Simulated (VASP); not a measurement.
A run of VASP 6.6.1 is set up as follows.

File POSCAR:

```
Bi
1.0
    0.0000000000      3.6600475412      3.6600475412
    3.6600475412      0.0000000000      3.6600475412
    3.6600475412      3.6600475412      0.0000000000
Bi
2
Direct
    0.0000000000      0.0000000000      0.0000000000
    0.2500000000      0.2500000000      0.2500000000
```

Contents of INCAR.step1:

```
SYSTEM = Bi
ALGO     = Normal         ! electronic algorithm
EDIFF    = 1E-4           ! SCF threshold, eV
ENCUT    = 520            ! plane-wave cutoff, eV
GGA      = PE             ! functional
ISMEAR   = -1             ! smearing method
LASPH    = .TRUE.         ! aspherical terms in the spheres
LCHARG   = .FALSE.        ! write CHGCAR
LREAL    = .FALSE.        ! projectors in reciprocal space
LWAVE    = .TRUE.         ! write WAVECAR
NBANDS   = 22             ! bands
NELM     = 80             ! most SCF steps
PREC     = Accurate       ! precision mode
SIGMA    = 0.1            ! smearing width, eV
```

The input INCAR.step2:

```
SYSTEM = Bi
ALGO     = Normal         ! electronic algorithm
EDIFF    = 1E-7           ! SCF threshold, eV
ENCUT    = 520            ! plane-wave cutoff, eV
ISIF     = 2              ! what is computed and relaxed
ISMEAR   = -1             ! smearing method
ISTART   = 1            
LASPH    = .TRUE.         ! aspherical terms in the spheres
LCHARG   = .FALSE.        ! write CHGCAR
LMIXTAU  = .TRUE.       
LREAL    = .FALSE.        ! projectors in reciprocal space
LWAVE    = .FALSE.        ! write WAVECAR
METAGGA  = R2SCAN         ! meta-GGA
NBANDS   = 22             ! bands
NELM     = 80             ! most SCF steps
PREC     = Accurate       ! precision mode
SIGMA    = 0.1            ! smearing width, eV
```

KPOINTS

```
k-points
0
G
  8 8 8
  0 0 0
```

Potentials or basis: VASP PAW PBE potentials, release 64 (Bi_d).

Launch:

```bash
$ cat potpaw_PBE.64/Bi_d/POTCAR > POTCAR
$ cp INCAR.step1 INCAR
$ mpirun -np 1 vasp_std > vasp.out
$ cp INCAR.step2 INCAR
$ mpirun -np 1 vasp_std > vasp.out
```

Q: Estimate the band gap on the k mesh.

A: Zero (bands 15 and 16 overlap by 0.97 eV).

Q: Estimate the pressure.

A: -1.0 GPa.

Caveat: the PAW data sets were made with another functional, which shifts forces and pressure a little; spin-orbit coupling is left out, which moves the levels of the heavy elements.
